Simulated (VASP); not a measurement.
ZnCu:

```
Zn Cu
1.0
     2.94500    0.00000    0.00000
     0.00000    2.94500    0.00000
     0.00000    0.00000    2.94500
Zn Cu
1 1
Direct
  0.50000 0.50000 0.50000
  0.00000 0.00000 0.00000
```

Base run:

* Program: VASP 6.6.1
* Functional: PBEsol
* Potentials or basis: VASP PAW PBE potentials, release 64 (Zn, Cu)
* Cutoff: 520 eV
* k mesh: 14 × 14 × 14
* Occupations: fermi-dirac, width 0.05 eV
* Spin: no spin polarisation

Its results: pressure -4.1 GPa.

Q: The run is repeated on the same cell with these changes: functional from PBEsol to r2SCAN. What comes out?

A: Pressure -2.7 GPa.

Caveats: the PAW data sets were made with another functional, which shifts forces and pressure a little.
